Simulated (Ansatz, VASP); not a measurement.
One calculation of Al2O3, two programs

The input INCAR:

```
SYSTEM = Al2O3
PREC     = Accurate       ! precision mode
ENCUT    = 520            ! plane-wave cutoff, eV
EDIFF    = 1E-7           ! SCF threshold, eV
ISMEAR   = 0              ! smearing method
SIGMA    = 0.05           ! smearing width, eV
LREAL    = .False.        ! projectors in reciprocal space
LASPH    = .True.         ! aspherical terms in the spheres
NELM     = 100            ! most SCF steps
ALGO     = Normal         ! electronic algorithm
ISIF     = 2              ! what is computed and relaxed
LWAVE    = .False.        ! write WAVECAR
LCHARG   = .False.        ! write CHGCAR
GGA      = PE             ! functional
NBANDS   = 35             ! bands
```

File KPOINTS:

```
regular mesh
0
Gamma
  6 4 8
  0 0 0
```

POSCAR

```
Al2O3
1.0
    4.7121766311      0.0000000000      0.0000000000
    0.0000000000      9.7035371733      0.0000000000
    0.0000000000      0.0000000000      3.0257116887
Al O
4 6
Direct
    0.4273845606      0.3298762562      0.5000000000
    0.5726154394      0.6701237438      0.5000000000
    0.9273845606      0.1701237438      0.0000000000
    0.0726154394      0.8298762562      0.0000000000
    0.7486546382      0.2257903167      0.5000000000
    0.0000000000      0.0000000000      0.0000000000
    0.7513453618      0.7257903167      0.0000000000
    0.2486546382      0.2742096833      0.0000000000
    0.2513453618      0.7742096833      0.5000000000
    0.5000000000      0.5000000000      0.5000000000
```

Input for Ansatz:

```yaml
crystal:
  lattice:
    - [4.7121766311, 0.0, 0.0]
    - [0.0, 9.7035371733, 0.0]
    - [0.0, 0.0, 3.0257116887]
  atoms:
    - { symbol: Al, position: [0.4273845606, 0.3298762562, 0.5] }
    - { symbol: Al, position: [0.5726154394, 0.6701237438, 0.5] }
    - { symbol: Al, position: [0.9273845606, 0.1701237438, 0.0] }
    - { symbol: Al, position: [0.0726154394, 0.8298762562, 0.0] }
    - { symbol: O, position: [0.7486546382, 0.2257903167, 0.5] }
    - { symbol: O, position: [0.0, 0.0, 0.0] }
    - { symbol: O, position: [0.7513453618, 0.7257903167, 0.0] }
    - { symbol: O, position: [0.2486546382, 0.2742096833, 0.0] }
    - { symbol: O, position: [0.2513453618, 0.7742096833, 0.5] }
    - { symbol: O, position: [0.5, 0.5, 0.5] }
basis:
  ecutwfc: 420
kpoints:
  mp_grid: { grid: [6, 4, 8] }
hamiltonian:
  xc: pbe
scf:
  occupations: { method: gaussian, width: 0.05 }
output:
  forces: true
  stress: true
  eigenvalues: true
```

Change from the starting cell: mode 4 (53.0 1/cm) frozen in, largest displacement -0.030 Å.

Alike in both runs: task single point; functional PBE; k mesh 6 × 4 × 8; occupations gaussian, width 0.05 eV; no spin polarisation.

```csv
,VASP,Ansatz
version,VASP 6.6.1,Ansatz 0.2.0
potentials or method,"VASP PAW PBE potentials, release 64 (Al, O), cutoff 520 eV","scalar-relativistic, plane waves, PAW"
valence electrons in the cell,48,48
```

```csv
,VASP,Ansatz,Ansatz less VASP
gap on the k mesh at the Fermi level (eV),3.39,3.40,+0.011
least direct gap on the mesh (eV),3.39,3.40,+0.011
pressure (GPa),-0.3,-0.3,+0.06
"traceless stress, the component that is largest in VASP (GPa)",0.13,-0.04,-0.169
rms of the force components (eV/Å),0.008,0.004,-0.0039
```

Atom by atom the forces differ by 0.009 eV/Å (rms over components).
